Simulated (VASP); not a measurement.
# Mg16SeS15 (P1) in VASP: notebook, part 2 of 2

VASP 6.6.1. The steps go on from the part before.

### Step 3. Single point, PBEsol

Input file INCAR:

```
SYSTEM = Mg16SeS15
PREC = Accurate ; ENCUT = 500
EDIFF = 1E-6 ; ISMEAR = -1
SIGMA = 0.05 ; LREAL = Auto
LASPH = .TRUE. ; NELM = 120
ALGO = Normal ; ISIF = 2
LWAVE = .FALSE. ; LCHARG = .FALSE.
GGA = PS ; NBANDS = 166
ISYM = -1 ; GGA_COMPAT = .FALSE.
```

Input file KPOINTS:

```
explicit points
1
Reciprocal
  0.25000000   0.25000000   0.25000000 1
```

Input file POSCAR:

```
Mg16SeS15
1.0
   10.4012917065      0.0000000000      0.0000000000
    0.0000000000     10.4012917065      0.0000000000
    0.0000000000      0.0000000000     10.4012917065
S Se Mg
30 2 32
Direct
    0.2495150000      0.9999490000      0.9998390000
    0.2487870000      0.0005970000      0.4999620000
    0.2490450000      0.4997980000      0.9993260000
    0.2479730000      0.4989770000      0.5008370000
    0.7497740000      0.9998040000      0.9998040000
    0.7504600000      0.0004120000      0.4999690000
    0.7506560000      0.4997030000      0.9991910000
    0.7514160000      0.4987860000      0.5007420000
    0.9997490000      0.2497330000      0.9998660000
    0.9998400000      0.2497400000      0.5000930000
    0.9997620000      0.7499150000      0.9998080000
    0.9996330000      0.7497790000      0.5000570000
    0.4998680000      0.2491430000      0.9993630000
    0.4997520000      0.2489300000      0.5008000000
    0.4997620000      0.7507180000      0.9992060000
    0.9997670000      0.9998750000      0.2499250000
    0.9997440000      0.9998940000      0.7500070000
    0.9997260000      0.4997660000      0.2498150000
    0.9997210000      0.4996870000      0.7500580000
    0.4997410000      0.0005470000      0.2491280000
    0.4996830000      0.0005420000      0.7506920000
    0.4997060000      0.4989880000      0.7506140000
    0.2489990000      0.2491120000      0.2498850000
    0.2497280000      0.2499040000      0.7500380000
    0.2480060000      0.7506820000      0.2490100000
    0.2488660000      0.7499230000      0.7507720000
    0.7507110000      0.2488720000      0.2498640000
    0.7498210000      0.2497830000      0.7498990000
    0.7514210000      0.7505500000      0.2490000000
    0.7504400000      0.7498010000      0.7505810000
    0.4995610000      0.7501790000      0.5003410000
    0.4997680000      0.4993710000      0.2495250000
    0.9996140000      0.0000250000      0.9998240000
    0.9996020000      0.0009150000      0.4999550000
    0.9999040000      0.4997440000      0.9987820000
    0.9996760000      0.4985160000      0.5009970000
    0.4996690000      0.0010790000      0.9987350000
    0.4995980000      0.0048670000      0.5010760000
    0.4998370000      0.4986850000      0.9947380000
    0.4996630000      0.4941800000      0.5054550000
    0.2496090000      0.2498210000      0.0000450000
    0.2486290000      0.2497610000      0.4999910000
    0.2486440000      0.7499000000      0.9998860000
    0.2443510000      0.7498340000      0.4998600000
    0.7500370000      0.2497730000      0.9998100000
    0.7509770000      0.2495150000      0.4998830000
    0.7509420000      0.7496690000      0.9997550000
    0.7547700000      0.7495280000      0.4997510000
    0.2485770000      0.9998360000      0.2498810000
    0.2495110000      0.9999060000      0.7498970000
    0.2445620000      0.4998750000      0.2501860000
    0.2484720000      0.4999760000      0.7500570000
    0.7508130000      0.9996790000      0.2498730000
    0.7499760000      0.9998430000      0.7499040000
    0.7549210000      0.4995900000      0.2500450000
    0.7508670000      0.4998210000      0.7498910000
    0.9998320000      0.2487140000      0.2497500000
    0.9997940000      0.2496370000      0.7501530000
    0.9996990000      0.7509640000      0.2486950000
    0.9995770000      0.7499580000      0.7510250000
    0.4998270000      0.2446680000      0.2488520000
    0.4996930000      0.2486500000      0.7512550000
    0.4997750000      0.7552790000      0.2443560000
    0.4995820000      0.7510430000      0.7551010000
```

Potentials or basis: VASP PAW PBE potentials, release 64 (S, Se, Mg).

Command:

```console
$ cat potpaw_PBE.64/S/POTCAR potpaw_PBE.64/Se/POTCAR potpaw_PBE.64/Mg/POTCAR > POTCAR
$ mpirun -np 1 vasp_std > vasp.out
```

OUTCAR:

```text
SYSTEM = Mg16SeS15
   PREC = Accurate
   ENCUT = 500
   EDIFF = 1E-6
   ISMEAR = -1
   LREAL = Auto
   LASPH = .TRUE.
   NELM = 120
   ISIF = 2
   GGA = PS
   ISYM = -1

 ion  position               nearest neighbor table
   1  0.250  1.000  1.000-  41 2.60  33 2.60  50 2.60  49 2.60  43 2.60  37 2.60
   2  0.249  0.001  0.500-  42 2.59  34 2.59  50 2.60  49 2.60  44 2.61  38 2.61
   3  0.249  0.500  0.999-  35 2.59  52 2.59  41 2.60  43 2.60  39 2.61  51 2.61
   4  0.248  0.499  0.501-  36 2.58  42 2.59  52 2.59  51 2.61  44 2.61  40 2.62
   5  0.750  1.000  1.000-  33 2.60  54 2.60  45 2.60  53 2.60  37 2.60  47 2.60
[... 470 lines left out ...]
  Total       -1.6199613     -1.6266537     -1.6481333     -2.7743950     -2.8149626     -2.7853186
  in kB       -2.3064996     -2.3160283     -2.3466109     -3.9501814     -4.0079415     -3.9657345
  external PRESSURE =      -2.3230462 kB  Pullay stress =       0.0000000 kB

 VOLUME and BASIS-vectors are now :
 -----------------------------------------------------------------------------
  energy-cutoff  :      500.00
  volume of cell :     1125.28
      direct lattice vectors                 reciprocal lattice vectors
    10.401291707  0.000000000  0.000000000     0.096141905  0.000000000  0.000000000
     0.000000000 10.401291707  0.000000000     0.000000000  0.096141905  0.000000000
     0.000000000  0.000000000 10.401291707     0.000000000  0.000000000  0.096141905

 POSITION                                       TOTAL-FORCE (eV/Angst)
 -----------------------------------------------------------------------------------
      2.59528     10.40076     10.39962         0.006258     -0.000201      0.002255
      2.58771      0.00621      5.20025         0.002435     -0.001861      0.000323
      2.59039      5.19854     10.39428        -0.000751      0.000613     -0.001920
      2.57924      5.19001      5.20935         0.003688      0.000594      0.000141
      7.79862     10.39925     10.39925         0.001382      0.000524      0.001122
      7.80575      0.00429      5.20032         0.000769      0.000759     -0.001661
[... 56 lines left out ...]
      5.19831      7.85588      2.54162        -0.002380      0.009514     -0.005659
      5.19630      7.81182      7.85403         0.003332      0.000821      0.002074
 -----------------------------------------------------------------------------------
    total drift:                               -0.008670     -0.002254      0.003377

  FREE ENERGIE OF THE ION-ELECTRON SYSTEM (eV)
  ---------------------------------------------------
  free  energy   TOTEN  =      -288.2662729282 eV

  energy  without entropy=     -288.2662729281  energy(sigma->0) =     -288.26627293
```

Run time: 6.5 min. Hardware: 1 thread of Intel Xeon 6975P-C (Granite Rapids), shared host; peak memory 0.99 GiB.

What came out:

```
Free energy            : -288.2663 eV
Pressure               : -0.2 GPa
Largest force          : 0.012 eV/Å
Band gap on the k mesh : 3.31 eV
```

Forces in eV/Å, atoms in the order of the input:
```
S    0.006  0.000  0.002
S    0.002 -0.002  0.000
S   -0.001  0.001 -0.002
S    0.004  0.001  0.000
S    0.001  0.001  0.001
S    0.001  0.001 -0.002
S   -0.004  0.000 -0.002
S   -0.004  0.002 -0.003
S    0.002  0.004  0.003
S   -0.004 -0.006 -0.006
S   -0.001 -0.001 -0.002
S   -0.001  0.000 -0.006
S   -0.003 -0.002 -0.004
S    0.000  0.002 -0.005
S   -0.001 -0.007 -0.003
S   -0.003  0.003 -0.003
S   -0.003 -0.002 -0.004
S    0.000 -0.001  0.003
S   -0.002  0.004  0.000
S   -0.002  0.000 -0.001
S    0.002  0.002 -0.002
S    0.000  0.002  0.005
S    0.000 -0.001  0.004
S   -0.001 -0.004  0.003
S    0.003  0.000  0.004
S   -0.002  0.000 -0.006
S   -0.006  0.002  0.001
S   -0.001 -0.003  0.003
S   -0.004 -0.003  0.005
S    0.000  0.001  0.002
Se   0.004  0.001  0.001
Se   0.001  0.000  0.000
Mg   0.001 -0.001 -0.004
Mg   0.002  0.001  0.008
Mg  -0.003 -0.004  0.000
Mg   0.002  0.004  0.005
Mg   0.001 -0.002  0.002
Mg   0.002  0.003  0.004
Mg  -0.001 -0.002 -0.003
Mg   0.000 -0.008  0.008
Mg   0.000  0.003 -0.002
Mg   0.000  0.003 -0.002
Mg  -0.003 -0.003  0.002
Mg  -0.007 -0.005 -0.002
Mg  -0.002  0.000  0.003
Mg  -0.001  0.006  0.000
Mg   0.000  0.002  0.004
Mg   0.011  0.002 -0.001
Mg   0.001  0.000  0.003
Mg  -0.001 -0.002 -0.001
Mg  -0.011  0.003 -0.003
Mg   0.004 -0.002 -0.002
Mg   0.005  0.000  0.002
Mg  -0.003 -0.004 -0.002
Mg   0.009  0.007 -0.002
Mg   0.002 -0.001  0.001
Mg   0.000 -0.002  0.001
Mg  -0.001 -0.002  0.000
Mg   0.001  0.000  0.002
Mg   0.004  0.002  0.002
Mg   0.000 -0.005 -0.002
Mg   0.003  0.001 -0.004
Mg  -0.002  0.010 -0.006
Mg   0.003  0.001  0.002
```

Caveat: the PAW data sets were made with another functional, which shifts forces and pressure a little; a shifted mesh leaves out Γ, where band edges can lie. A k mesh can miss the band edges.

### Step 4. Relaxation of volume and atoms at fixed shape, PBEsol

Input file INCAR:

```
PREC = Accurate
ENCUT = 500
EDIFF = 1E-7
ISMEAR = -1
SIGMA = 0.05
LREAL = Auto
LASPH = T
NELM = 120
ALGO = Normal
ISIF = 8
LWAVE = F
LCHARG = F
GGA = PS
IBRION = 2
NSW = 100
EDIFFG = -0.03
ISYM = -1
GGA_COMPAT = F
NELMIN = 4
```

KPOINTS is that of step 3.

Input file POSCAR:

```
Mg16SeS15
1.0
   10.3960930000      0.0000000000      0.0000000000
    0.0000000000     10.3960930000      0.0000000000
    0.0000000000      0.0000000000     10.3960930000
S Se Mg
30 2 32
Direct
    0.2517390000      0.0014140000      0.0002270000
    0.2490910000      0.9985850000      0.5034420000
    0.2467600000      0.4973810000      0.9992320000
    0.2481630000      0.4966500000      0.4986710000
    0.7507080000      0.9988390000      0.0014300000
    0.7518660000      0.0029720000      0.4984210000
    0.7489650000      0.5032530000      0.0034770000
    0.7542600000      0.5043870000      0.5005000000
    0.0036480000      0.2481600000      0.9986380000
    0.9993880000      0.2502120000      0.5001180000
    0.9978630000      0.7495140000      0.9994160000
    0.0000370000      0.7504500000      0.4995230000
    0.4969590000      0.2484350000      0.0010360000
    0.4960050000      0.2515100000      0.4977820000
    0.5027820000      0.7495440000      0.0014290000
    0.9993460000      0.9986570000      0.2503170000
    0.9971930000      0.0008820000      0.7498540000
    0.9977340000      0.5009180000      0.2515950000
    0.0018400000      0.5023380000      0.7523550000
    0.4975660000      0.9980570000      0.2513430000
    0.4957710000      0.0006300000      0.7507190000
    0.4997530000      0.5003870000      0.7502410000
    0.2468410000      0.2492870000      0.2478820000
    0.2515430000      0.2496260000      0.7491530000
    0.2486930000      0.7526390000      0.2491670000
    0.2533970000      0.7468920000      0.7532740000
    0.7508040000      0.2500370000      0.2507560000
    0.7478770000      0.2474020000      0.7499160000
    0.7506910000      0.7552700000      0.2499990000
    0.7517720000      0.7497950000      0.7508050000
    0.5026140000      0.7479300000      0.4968040000
    0.5007040000      0.5013830000      0.2519690000
    0.9990630000      0.0012670000      0.9969030000
    0.0006090000      0.0032140000      0.4962920000
    0.0009480000      0.5002550000      0.9984390000
    0.0014180000      0.4965530000      0.4966950000
    0.5006760000      0.9970480000      0.0007080000
    0.4999640000      0.9985290000      0.4982700000
    0.5025060000      0.5020610000      0.9990930000
    0.5017030000      0.4957760000      0.5020820000
    0.2491480000      0.2479780000      0.9997650000
    0.2466940000      0.2490060000      0.5009370000
    0.2525380000      0.7498640000      0.9995680000
    0.2525470000      0.7506520000      0.4991360000
    0.7517740000      0.2506270000      0.9969680000
    0.7485760000      0.2505610000      0.4993950000
    0.7506030000      0.7517270000      0.9993380000
    0.7465390000      0.7479840000      0.5024250000
    0.2478300000      0.9939300000      0.2502430000
    0.2473980000      0.9982620000      0.7498520000
    0.2513550000      0.4971150000      0.2569850000
    0.2483120000      0.5025800000      0.7488850000
    0.7477880000      0.9975720000      0.2478550000
    0.7490910000      0.0027530000      0.7514580000
    0.7478770000      0.4977480000      0.2537560000
    0.7507080000      0.4978970000      0.7470920000
    0.0007080000      0.2504060000      0.2491350000
    0.9965350000      0.2518250000      0.7483770000
    0.9982630000      0.7526580000      0.2472720000
    0.0002540000      0.7509590000      0.7494410000
    0.4992590000      0.2485850000      0.2522820000
    0.4983430000      0.2500650000      0.7501580000
    0.5023540000      0.7467360000      0.2476010000
    0.4986490000      0.7510820000      0.7495830000
```

Command:

```console
$ cat potpaw_PBE.64/S/POTCAR potpaw_PBE.64/Se/POTCAR potpaw_PBE.64/Mg/POTCAR > POTCAR
$ mpirun -np 1 vasp_std > vasp.out
```

It took 48 min on 1 thread of Intel Xeon 6975P-C (Granite Rapids), shared host; peak memory 1.2 GiB.

It converged, with:

```yaml
Free_energy: -288.2649 eV
Relaxed_volume: 17.54 Å³/atom
Relaxed_cell: a = 10.392 Å, b = 10.392 Å, c = 10.392 Å, α = 90.00°, β = 90.00°, γ = 90.00°
Space_group_after_relaxing_to_0.1_Å: Cmmm (No. 65)
Energy_gained_by_relaxing: 6.8 meV/atom
Ionic_steps: 9
Pressure_after_relaxing: 0.0 GPa
Largest_force_after_relaxing: 0.030 eV/Å
Band_gap_on_the_k_mesh: 3.31 eV
```

Forces on the atoms (eV/Å):
```
S   -0.010  0.006 -0.001
S   -0.001  0.001  0.000
S   -0.011  0.004 -0.013
S    0.003 -0.003 -0.012
S    0.011 -0.006 -0.006
S    0.000  0.004  0.005
S   -0.011 -0.009  0.000
S   -0.017 -0.001  0.002
S   -0.006 -0.009  0.006
S    0.009  0.000  0.011
S   -0.005 -0.004  0.005
S   -0.005 -0.007  0.009
S   -0.001  0.007 -0.003
S    0.009  0.019 -0.003
S   -0.015 -0.003  0.012
S    0.006  0.000  0.009
S    0.010 -0.002  0.019
S   -0.006 -0.013  0.011
S    0.003 -0.014  0.007
S    0.017 -0.002  0.002
S    0.007 -0.011 -0.001
S   -0.002  0.005 -0.020
S    0.009  0.019 -0.008
S    0.002 -0.008 -0.004
S    0.012  0.019  0.006
S    0.006  0.005 -0.010
S   -0.006  0.015  0.002
S    0.023 -0.007  0.006
S   -0.012  0.003 -0.015
S   -0.003 -0.001  0.000
Se  -0.014  0.007  0.011
Se  -0.004  0.013  0.000
Mg  -0.005  0.011  0.004
Mg  -0.005 -0.005  0.019
Mg  -0.001 -0.011  0.001
Mg  -0.014 -0.001  0.001
Mg  -0.007 -0.006  0.004
Mg  -0.006  0.005 -0.008
Mg   0.001  0.008  0.001
Mg  -0.014  0.004 -0.003
Mg  -0.021 -0.006  0.003
Mg   0.017  0.016  0.009
Mg  -0.006  0.017 -0.005
Mg  -0.003 -0.003 -0.001
Mg   0.008 -0.016  0.007
Mg   0.015 -0.011  0.003
Mg  -0.016 -0.004 -0.003
Mg  -0.005 -0.023 -0.016
Mg   0.016  0.016 -0.012
Mg   0.004  0.014 -0.008
Mg   0.004  0.014 -0.010
Mg   0.003 -0.008 -0.008
Mg   0.013 -0.012 -0.002
Mg   0.028 -0.008 -0.001
Mg   0.013  0.002 -0.017
Mg  -0.011  0.010 -0.011
Mg  -0.003 -0.004  0.002
Mg   0.014 -0.021  0.010
Mg   0.004 -0.016  0.008
Mg  -0.015  0.003  0.005
Mg   0.009  0.005  0.004
Mg   0.006  0.007 -0.012
Mg  -0.013  0.010 -0.002
Mg  -0.006 -0.013  0.009
```

Stress tensor (GPa, compression positive):
```
-0.03 -0.40 -0.40
-0.40 -0.03 -0.40
-0.40 -0.40 -0.03
```

Step by step:
| step | energy change (eV) | largest force (eV/Å) | pressure (GPa) | volume (Å³) |
| --- | --- | --- | --- | --- |
| 1 | 0.0000 | 0.8822 | 0.02 | 1123.60 |
| 2 | -0.2667 | 0.4637 | -0.09 | 1123.96 |
| 3 | -0.3920 | 0.1813 | -0.17 | 1124.42 |
| 4 | -0.3922 | 0.1843 | -0.17 | 1124.44 |
| 5 | -0.4175 | 0.1106 | 0.09 | 1120.63 |
| 6 | -0.4233 | 0.0590 | 0.30 | 1117.72 |
| 7 | -0.4317 | 0.0532 | -0.09 | 1123.29 |
| 8 | -0.4319 | 0.0526 | -0.05 | 1122.72 |
| 9 | -0.4347 | 0.0295 | -0.03 | 1122.39 |

Final structure:
```
S Se Mg
1.0
    10.39236    0.00000    0.00000
     0.00000   10.39236    0.00000
     0.00000    0.00000   10.39236
S Se Mg
30 2 32
Direct
  0.24987 0.99940 0.00000
  0.24874 0.00011 0.50016
  0.24950 0.49940 0.99987
  0.24838 0.49864 0.50144
  0.74966 0.00032 0.99990
  0.75033 0.00082 0.49985
  0.75111 0.50024 0.99958
  0.75202 0.49924 0.50110
  0.99984 0.25019 0.99926
  0.99918 0.24996 0.49943
  0.00030 0.75026 0.99933
  0.00021 0.75026 0.49946
  0.49979 0.24881 0.99936
  0.49913 0.24835 0.50080
  0.50056 0.75047 0.99891
  0.99926 0.00004 0.24919
  0.99908 0.00039 0.74919
  0.99980 0.50013 0.24957
  0.99977 0.50052 0.74982
  0.49901 0.00006 0.24918
  0.49916 0.00069 0.75068
  0.49989 0.49905 0.75130
  0.24831 0.24805 0.25005
  0.24915 0.24978 0.75010
  0.24810 0.74967 0.24911
  0.24914 0.74966 0.75097
  0.75033 0.24886 0.24973
  0.74887 0.25020 0.74973
  0.75170 0.75067 0.24948
  0.75077 0.75026 0.75072
  0.50020 0.74968 0.50005
  0.49976 0.49850 0.24984
  0.99990 0.00020 0.99894
  0.99966 0.00135 0.49916
  0.00023 0.50016 0.99868
  0.00044 0.49898 0.50085
  0.49991 0.00084 0.99881
  0.49969 0.00436 0.50130
  0.50024 0.49836 0.99513
  0.50055 0.49349 0.50615
  0.24998 0.24953 0.99994
  0.24781 0.24909 0.49985
  0.24940 0.74904 0.00025
  0.24491 0.74939 0.49994
  0.74989 0.25065 0.99970
  0.75008 0.25031 0.49959
  0.75179 0.75027 0.00013
  0.75565 0.75063 0.50045
  0.24781 0.99860 0.25028
  0.24883 0.99942 0.75029
  0.24435 0.49880 0.25093
  0.24868 0.49986 0.75063
  0.75009 0.00013 0.24993
  0.74885 0.00036 0.74994
  0.75487 0.49988 0.25088
  0.75117 0.50008 0.75054
  0.99937 0.24899 0.24908
  0.99889 0.25058 0.74943
  0.99978 0.75150 0.24818
  0.00024 0.75063 0.75048
  0.49905 0.24388 0.24873
  0.49887 0.24866 0.75132
  0.50030 0.75467 0.24405
  0.50015 0.75133 0.75475
```

Levels at points of the mesh, in eV from the valence-band top:
```tsv
k point	band 124	band 125	band 126	band 127	band 128	band 129	band 130	band 131	band 132	band 133
(0.25, 0.25, 0.25)	-0.32	-0.24	-0.23	-0.02	0.00	3.31	3.33	3.34	4.43	4.43
```

Caveat: the PAW data sets were made with another functional, which shifts forces and pressure a little; a shifted mesh leaves out Γ, where band edges can lie. A k mesh can miss the band edges.
